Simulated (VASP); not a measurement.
Here is a VASP 6.6.1 calculation.

INCAR

```
ALGO = Normal
EDIFF = 1E-6
ENCUT = 500
GGA = PE
GGA_COMPAT = F
ISIF = 2
ISMEAR = 0
LASPH = T
LCHARG = T
LELF = T
LREAL = F
LVHAR = T
LWAVE = F
NBANDS = 17
NELM = 120
PREC = Accurate
SIGMA = 0.01
```

File KPOINTS:

```
k-points
0
Gamma
  3 3 3
```

File POSCAR:

```
TlCl
1.0
    3.7936346873      0.0000000000      0.0000000000
    0.0000000000      3.7936346873      0.0000000000
    0.0000000000      0.0000000000      3.7936346873
Tl Cl
1 1
Direct
    0.0000000000      0.0000000000      0.0000000000
    0.5000000000      0.5000000000      0.5000000000
```

Potentials or basis: VASP PAW PBE potentials, release 64 (Tl_d, Cl).

Launch:

```sh
$ cat potpaw_PBE.64/Tl_d/POTCAR potpaw_PBE.64/Cl/POTCAR > POTCAR
$ mpirun -np 1 vasp_std > vasp.out
```

(1) Estimate the band gap on the k mesh.

(2) Predict the pressure.

Answers

(1) 4.02 eV, direct.

(2) 2.0 GPa.

Caveat: the k points lie up to 0.55 Å⁻¹ apart; spin-orbit coupling is left out, which moves the levels of the heavy elements.
